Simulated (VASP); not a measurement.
Set up this calculation in VASP 6.6.1, as the native input.

```yaml
Task: relaxation of cell and atoms
Functional: PBE
Potentials_or_basis: VASP PAW PBE potentials, release 64 (Ga_d, P)
Cutoff: 600 eV
k_mesh: 6 × 6 × 6
Occupations: gaussian, width 0.01 eV
Spin: no spin polarisation
Target_pressure: 2 GPa
Dipole_correction: no
Further_INCAR_settings: ALGO = Normal; EDIFF = 1e-06; IBRION = 2; EDIFFG = -0.01; NSW = 80; ISIF = 3
```

The structure of GaP lies in POSCAR:

```
GaP
1.0
    0.0000000000      2.7252500000      2.7252500000
    2.7252500000      0.0000000000      2.7252500000
    2.7252500000      2.7252500000      0.0000000000
Ga P
1 1
Direct
    0.0000000000      0.0000000000      0.0000000000
    0.2500000000      0.2500000000      0.2500000000
```

One way to write it, as run:

INCAR

```
PREC = Accurate ; ENCUT = 600
EDIFF = 1E-6 ; ISMEAR = 0
SIGMA = 0.01 ; LREAL = False
LASPH = True ; NELM = 60
ALGO = Normal ; ISIF = 3
LWAVE = False ; LCHARG = False
GGA = PE ; IBRION = 2
NSW = 80 ; EDIFFG = -0.01
PSTRESS = 20.0
```

KPOINTS

```
regular mesh
0
Gamma
  6 6 6
```

Potentials or basis: VASP PAW PBE potentials, release 64 (Ga_d, P).

Command:

```console
$ cat potpaw_PBE.64/Ga_d/POTCAR potpaw_PBE.64/P/POTCAR > POTCAR
$ mpirun -np 1 vasp_std > vasp.out
```

It gave:

```json
{
 "Relaxed volume": "20.36 Å³/atom",
 "Relaxed cell": "a = 3.861 Å, b = 3.861 Å, c = 3.861 Å, α = 60.00°, β = 60.00°, γ = 60.00°",
 "Space group after relaxing (to 0.05 Å)": "F-43m (No. 216)",
 "Energy change on relaxing (the enthalpy is what falls)": "-1.6 meV/atom",
 "Ionic steps": "3",
 "Pressure after relaxing": "2.0 GPa",
 "Band gap on the k mesh": "1.65 eV, indirect (least direct gap 1.78 eV)"
}
```

Caveat: the cell is relaxed towards a set pressure, so the enthalpy falls and the energy may rise.

Wall time 26 s on 1 thread of Intel(R) Xeon(R) Platinum 8375C CPU @ 2.90GHz (Ice Lake), with other jobs on the host, peak memory 0.19 GiB.
